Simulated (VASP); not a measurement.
# Al2InN3 (Cmc2_1) in VASP: further runs, part 2 of 2

VASP 6.6.1. The steps go on from the part before.

## 4. Single point, PBE (11.19 Å³/atom)

This run uses another cell than the first one, of 11.19 Å³/atom.

Input file INCAR:

```
  PREC = Accurate
  ENCUT = 520
  EDIFF = 1E-6
  ISMEAR = 0
  SIGMA = 0.05
  LREAL = False
  LASPH = True
  NELM = 60
  ALGO = Normal
  ISIF = 2
  LWAVE = False
  LCHARG = True
  GGA = PE
  LELF = True
  LVHAR = True
  NBANDS = 46
```

Input file KPOINTS:

```
regular mesh
0
Gamma
  6 6 6
```

Input file POSCAR:

```
Al2InN3
1.0
    4.7393683758     -2.7995038852      0.0000000000
    4.7393683758      2.7995038852      0.0000000000
    0.0000000000      0.0000000000      5.0598889259
Al In N
4 2 6
Direct
    0.0084427086      0.3348641725      0.9917411822
    0.6651358275      0.9915572914      0.9917411822
    0.9915572914      0.6651358275      0.4917411822
    0.3348641725      0.0084427086      0.4917411822
    0.3220722962      0.6779277038      0.9869930315
    0.6779277038      0.3220722962      0.4869930315
    0.0367610679      0.3336262977      0.3556963910
    0.6663737023      0.9632389321      0.3556963910
    0.9632389321      0.6663737023      0.8556963910
    0.3336262977      0.0367610679      0.8556963910
    0.2982358752      0.7017641248      0.4061317922
    0.7017641248      0.2982358752      0.9061317922
```

Potentials or basis: VASP PAW PBE potentials, release 64 (Al, In_d, N).

Run with:

```console
$ cat potpaw_PBE.64/Al/POTCAR potpaw_PBE.64/In_d/POTCAR potpaw_PBE.64/N/POTCAR > POTCAR
$ mpirun -np 1 vasp_std > vasp.out
```

OUTCAR:

```text
PREC = Accurate
   ENCUT = 520
   EDIFF = 1E-6
   ISMEAR = 0
   LREAL = False
   LASPH = True
   NELM = 60
   ISIF = 2
   GGA = PE

 ion  position               nearest neighbor table
   1  0.008  0.335  0.992-  12 1.85   7 1.85   9 1.85  10 1.88   3 3.09   3 3.09   5 3.11   6 3.12
                             4 3.12   4 3.12   6 3.16   5 3.17   2 3.17   2 3.17   2 3.25   5 3.31
   2  0.665  0.992  0.992-  12 1.85   8 1.85  10 1.85   9 1.88   4 3.09   4 3.09   5 3.11   6 3.12
                             3 3.12   3 3.12   6 3.16   5 3.17   1 3.17   1 3.17   1 3.25   5 3.31
   3  0.992  0.665  0.492-  11 1.85   9 1.85   7 1.85   8 1.88   1 3.09   1 3.09   6 3.11   5 3.12
                             2 3.12   2 3.12   5 3.16   6 3.17   4 3.17   4 3.17   4 3.25   6 3.31
   4  0.335  0.008  0.492-  11 1.85  10 1.85   8 1.85   7 1.88   2 3.09   2 3.09   6 3.11   5 3.12
                             1 3.12   1 3.12   5 3.16   6 3.17   3 3.17   3 3.17   3 3.25   6 3.31
   5  0.322  0.678  0.987-   9 2.11  10 2.11  11 2.12  12 2.16   1 3.11   2 3.11   3 3.12   4 3.12
                             3 3.16   4 3.16   1 3.17   2 3.17   6 3.22   6 3.22   2 3.31   1 3.31
   6  0.678  0.322  0.487-   7 2.11   8 2.11  12 2.12  11 2.16   3 3.11   4 3.11   1 3.12   2 3.12
                             1 3.16   2 3.16   4 3.17   3 3.17   5 3.22   5 3.22   4 3.31   3 3.31
   7  0.037  0.334  0.356-   1 1.85   3 1.85   4 1.88   6 2.11
   8  0.666  0.963  0.356-   2 1.85   4 1.85   3 1.88   6 2.11
   9  0.963  0.666  0.856-   3 1.85   1 1.85   2 1.88   5 2.11
  10  0.334  0.037  0.856-   4 1.85   2 1.85   1 1.88   5 2.11
  11  0.298  0.702  0.406-   3 1.85   4 1.85   5 2.12   6 2.16
  12  0.702  0.298  0.906-   1 1.85   2 1.85   6 2.12   5 2.16

  LATTYP: Found a base centered orthorhombic cell.
 ALAT       =     5.5990077704
 B/A-ratio  =     1.6929315229
 C/A-ratio  =     0.9037117170

  Lattice vectors:

 A1 = (  -4.7393683758,  -2.7995038852,   0.0000000000)
 A2 = (   4.7393683758,  -2.7995038852,   0.0000000000)
 A3 = (   0.0000000000,   0.0000000000,   5.0598889259)

Analysis of symmetry for initial positions (statically):
=====================================================================
 Subroutine PRICEL returns:
 Original cell was already a primitive cell.

 Routine SETGRP: Setting up the symmetry group for a
[... 173 lines left out ...]
 non-spin polarized calculation
 Gauss-broadening in eV      SIGMA  =   0.05
  energy-cutoff  :      520.00
  volume of cell :      134.27
 maximum number of plane-waves:      3638
 NGX is ok and might be reduce to    42
   NGX = 21   NGY = 21   NGZ = 19

 number of electron      68.0000000 magnetization

 Free energy of the ion-electron system (eV)
  ---------------------------------------------------
  ext. energy  EPLUGINS =         0.00000000
  ---------------------------------------------------
  free energy    TOTEN  =       -80.19248705 eV

  energy without entropy =      -80.19248705  energy(sigma->0) =      -80.19248705

 E-fermi :   7.2641     XC(G=0): -11.2472

 val. band max:        6.9916251769   @ k =   0.0000   0.0000   0.0000
 cond. band min:       9.6017453243   @ k =   0.0000   0.0000   0.0000
 fundamental gap:      2.6101201474
 Fermi energy:         7.2640807553

 k-point     1 :       0.0000    0.0000    0.0000
  band No.  band energies     occupation
      1      -8.2387      2.00000
      2      -7.4788      2.00000
      3      -7.1114      2.00000
      4      -6.9181      2.00000
      5      -6.8750      2.00000
      6      -6.6823      2.00000
[... 1165 lines left out ...]
     45      16.5241      0.00000
     46      16.8178      0.00000

 [... further k-points ...]
[... 5 lines left out ...]
  --------------------------------------------------------------------------------------
  -------------------------------------------------------------------------------------
  Total       16.5758822      8.8771616     16.7835230      0.0000000      0.0000000      0.0000000
  in kB      197.7947286    105.9283449    200.2724407      0.0000000      0.0000000      0.0000000
  external PRESSURE =     167.9985047 kB  Pullay stress =       0.0000000 kB

 VOLUME and BASIS-vectors are now :
 -----------------------------------------------------------------------------
  energy-cutoff  :      520.00
  volume of cell :      134.27
      direct lattice vectors                 reciprocal lattice vectors
     4.739368376 -2.799503885  0.000000000     0.105499290 -0.178603074  0.000000000
     4.739368376  2.799503885  0.000000000     0.105499290  0.178603074  0.000000000
     0.000000000  0.000000000  5.059888926     0.000000000  0.000000000  0.197632797

 POSITION                                       TOTAL-FORCE (eV/Angst)
 -----------------------------------------------------------------------------------
      1.62706      0.91382      5.01810         0.078310     -0.257390     -0.218585
      7.85168      0.91382      5.01810        -0.078310     -0.257390     -0.218585
      7.85168     -0.91382      2.48816        -0.078310      0.257390     -0.218585
      1.62706     -0.91382      2.48816         0.078310      0.257390     -0.218585
      4.73937      0.99622      4.99408        -0.000000     -0.314604     -0.208036
      4.73937     -0.99622      2.46413        -0.000000      0.314604     -0.208036
      1.75540      0.83108      1.79978         0.095679     -0.346816      0.213770
      7.72333      0.83108      1.79978        -0.095679     -0.346816      0.213770
      7.72333     -0.83108      4.32973        -0.095679      0.346816      0.213770
      1.75540     -0.83108      4.32973         0.095679      0.346816      0.213770
      4.73937      1.12968      2.05498        -0.000000     -0.290199      0.217667
      4.73937     -1.12968      4.58493        -0.000000      0.290199      0.217667
 -----------------------------------------------------------------------------------
    total drift:                               -0.000000      0.000000     -0.000458

  FREE ENERGIE OF THE ION-ELECTRON SYSTEM (eV)
  ---------------------------------------------------
  free  energy   TOTEN  =       -80.1924870530 eV

  energy  without entropy=      -80.1924870530  energy(sigma->0) =      -80.19248705
```

It took 7.4 min on 1 thread of Oxide Virtual Turin-like, shared host; peak memory 0.38 GiB.

Results:

| Quantity | Value |
| --- | --- |
| Free energy | -80.1925 eV |
| Pressure | 16.8 GPa |
| Largest force | 0.418 eV/Å |
| Band gap on the k mesh | 2.61 eV |

Forces on the atoms (eV/Å):
```
Al   0.078 -0.257 -0.219
Al  -0.078 -0.257 -0.219
Al  -0.078  0.257 -0.219
Al   0.078  0.257 -0.219
In   0.000 -0.315 -0.208
In   0.000  0.315 -0.208
N    0.096 -0.347  0.214
N   -0.096 -0.347  0.214
N   -0.096  0.347  0.214
N    0.096  0.347  0.214
N    0.000 -0.290  0.218
N    0.000  0.290  0.218
```

Stress tensor (GPa, compression positive):
```
19.78  0.00  0.00
 0.00 10.59  0.00
 0.00  0.00 20.03
```

Caveat: the stress differs along the axes, from 11 to 20 GPa; spin-orbit coupling is left out, which moves the levels of the heavy elements. A k mesh can miss the band edges.

## 5. Overview

```tsv
cell	gap on the mesh (eV)	pressure (GPa)	largest force (eV/Å)
a = 5.819, b = 5.819, c = 5.385 Å, angles 90.0, 90.0, 59.8°, 12 atoms	1.73	-11.1	0.05
a = 5.463, b = 5.463, c = 5.121 Å, angles 90.0, 90.0, 57.2°, 12 atoms	2.79	28.7	1.14
a = 5.504, b = 5.504, c = 5.060 Å, angles 90.0, 90.0, 61.1°, 12 atoms	2.61	16.8	0.42
```

Alike in all rows: task single point; level PBE; potentials or basis VASP PAW PBE potentials, release 64 (Al, In_d, N); no spin polarisation; k mesh 6 × 6 × 6; cutoff (eV) 520; smearing gaussian 0.05 eV.

Caveats: spin-orbit coupling is left out, which moves the levels of the heavy elements; the cell stands under tension (at least some runs); the stress differs along the axes, from 20 to 44 GPa (at least some runs); forces of over 1 eV/Å act on the atoms, so gaps and moduli don't describe the material at rest (at least some runs); the stress differs along the axes, from 11 to 20 GPa (at least some runs).

Absolute energies hang on the potentials; compare differences alone.
